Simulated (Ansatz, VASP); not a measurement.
Co in VASP and in Ansatz

File INCAR:

```
SYSTEM = Co
ALGO = Normal
EDIFF = 1E-6
ENCUT = 520
GGA = PE
ISIF = 2
ISMEAR = -1
ISPIN = 2
LASPH = .TRUE.
LCHARG = .FALSE.
LMAXMIX = 4
LORBIT = 11
LREAL = .FALSE.
LWAVE = .FALSE.
MAGMOM = 2
NBANDS = 14
NELM = 150
NUPDOWN = 2.0
PREC = Accurate
SIGMA = 0.05
```

File KPOINTS:

```
k-points
0
G
  11 11 11
  0 0 0
```

File POSCAR:

```
Co
1.0
   -1.4145745000      1.3929095500      1.3921574700
    1.4429802800     -1.3751271500      1.4027808400
    1.4112696000      1.3718222500     -1.3743750600
Co
1
Direct
    0.0000000000      0.0000000000      0.0000000000
```

Contents of input.yaml:

```yaml
crystal:
  lattice:
    - [-1.4145745, 1.39290955, 1.39215747]
    - [1.44298028, -1.37512715, 1.40278084]
    - [1.4112696, 1.37182225, -1.37437506]
  atoms:
    - { symbol: Co, position: [0.0, 0.0, 0.0], spin: 2.0 }
hamiltonian:
  xc: pbe
  pseudopotentials: { kind: paw }
magnetization:
  spin_polarized: true
  initial_magnetization: 2.0
  spin_locking: { lock_magnetization: hard }
kpoints:
  mp_grid: { grid: [11, 11, 11] }
scf:
  occupations: { method: fermi_dirac, width: 0.05 }
  lower_state_search: "off"
output:
  forces: true
  stress: true
  eigenvalues: true
```

Alike in both runs: task single point; functional PBE; k mesh 11 × 11 × 11; occupations fermi-dirac, width 0.05 eV; collinear spin; fixed moment 2 μB.

```csv
,VASP,Ansatz
version,VASP 6.6.1,Ansatz 0.2.0
potentials or method,"VASP PAW PBE potentials, release 64 (Co)",Ansatz PAW
plane-wave cutoff (eV),520,420
valence electrons in the cell,9,17
```

VASP gave:

* pressure (GPa): 5.2
* traceless stress, the component that is largest in VASP (GPa): -2.68
* net moment per atom (μB): 2.00
* size of the moment on the site where the two differ most (μB): 2.00

**Question.** Estimate Ansatz's values.

**Answer.** Pressure (GPa): 5.8; traceless stress, the component that is largest in VASP (GPa): -2.80; net moment per atom (μB): 2.00; size of the moment on the site where the two differ most (μB): 2.03.

Site moments also hang on the region over which each program counts them. With one functional, cell and mesh, what is left measures potentials, basis and numerics. VASP's potentials hold 9 valence electrons a cell and Ansatz's 17, so a difference there can come from the potentials and not from the codes.
